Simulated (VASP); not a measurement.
Set up this calculation in VASP 6.6.1, as the native input.

```yaml
Task: single point
Functional: PBE
Potentials_or_basis: VASP PAW PBE potentials, release 64 (Mg, Sc_sv, C, N)
Cutoff: 520 eV
k_mesh: 6 × 6 × 4
Occupations: gaussian, width 0.1 eV
Spin: no spin polarisation
Dipole_correction: no
Further_INCAR_settings: ALGO = Normal; EDIFF = 1e-06; NBANDS = 24
```

The structure of MgScC2N2 lies in POSCAR:

```
MgScC2N2
1.0
    3.0697353535     -1.6371506036     -0.0095909486
    3.0697353535      1.6371506036     -0.0095909486
   -2.9315513773      0.0000000000      6.9836370848
Mg Sc C N
1 1 2 2
Direct
    0.0000000000      0.0000000000      0.0000000000
    0.5000000000      0.5000000000      0.5000000000
    0.2164980791      0.2164980791      0.8039024710
    0.7835019209      0.7835019209      0.1960975290
    0.2721098867      0.2721098867      0.6609507638
    0.7278901133      0.7278901133      0.3390492362
```

These files were run (other wordings do the same):

INCAR

```
  PREC = Accurate
  ENCUT = 520
  EDIFF = 1E-6
  ISMEAR = 0
  SIGMA = 0.1
  LREAL = F
  LASPH = T
  NELM = 100
  ALGO = Normal
  ISIF = 2
  LWAVE = F
  LCHARG = T
  GGA = PE
  LELF = T
  LVHAR = T
  NBANDS = 24
```

KPOINTS

```
regular mesh
0
Gamma
  6 6 4
```

Potentials or basis: VASP PAW PBE potentials, release 64 (Mg, Sc_sv, C, N).

Run with:

```bash
$ cat potpaw_PBE.64/Mg/POTCAR potpaw_PBE.64/Sc_sv/POTCAR potpaw_PBE.64/C/POTCAR potpaw_PBE.64/N/POTCAR > POTCAR
$ mpirun -np 1 vasp_std > vasp.out
```

Results of the run:

The pressure is 0.4 GPa. The largest force is 0.182 eV/Å and the band gap on the k mesh is zero (an odd number of electrons rules out a gap without spin polarisation).

Caveat: the k points lie up to 0.37 Å⁻¹ apart, too coarse for converged energies and pressures of a metal; an odd number of electrons without spin polarisation forces a metal; a magnetic or distorted state may lie lower.

It took 2.6 min on 1 thread of Oxide Virtual Turin-like Processor, on a shared host, peak memory 0.22 GiB.
